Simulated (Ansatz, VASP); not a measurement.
## KTaO3 in VASP and in Ansatz

```xyz
5
Lattice="3.7603 0.0000 0.0000 0.0000 3.7603 0.0000 0.0000 0.0000 4.2423" Properties=species:S:1:pos:R:3 pbc="T T T"
K     1.8801    1.8801    2.1212
Ta    0.0000    0.0000    0.0000
O     1.8801    0.0000    0.0000
O     0.0000    1.8801    0.0000
O     0.0000    0.0000    2.1212
```

Alike in both runs: task single point; functional PBE; k mesh 8 × 8 × 8; occupations gaussian, width 0.05 eV; no spin polarisation.

|  | VASP | Ansatz |
| --- | --- | --- |
| version | VASP 6.6.1 | Ansatz 0.2.0 |
| potentials or method | VASP PAW PBE potentials, release 64 (K_sv, Ta_pv, O), cutoff 520 eV | scalar-relativistic, plane waves, PAW |
| valence electrons in the cell | 38 | 40 |

Ansatz gave:

| Item | Value |
| --- | --- |
| gap on the k mesh at the Fermi level (eV) | 2.15 |
| least direct gap on the mesh (eV) | 2.54 |
| pressure (GPa) | 25.0 |
| traceless stress, the component that is largest in VASP (GPa) | -33.85 |

What did VASP give for the same quantities?

gap on the k mesh at the Fermi level (eV): 2.10; least direct gap on the mesh (eV): 2.50; pressure (GPa): 26.1; traceless stress, the component that is largest in VASP (GPa): -34.47.

The functional is the same, so the differences come from potentials, cutoffs and numerics. VASP's potentials hold 38 valence electrons a cell and Ansatz's 40, so a difference there can come from the potentials and not from the codes.

Neither program's run includes spin-orbit coupling.
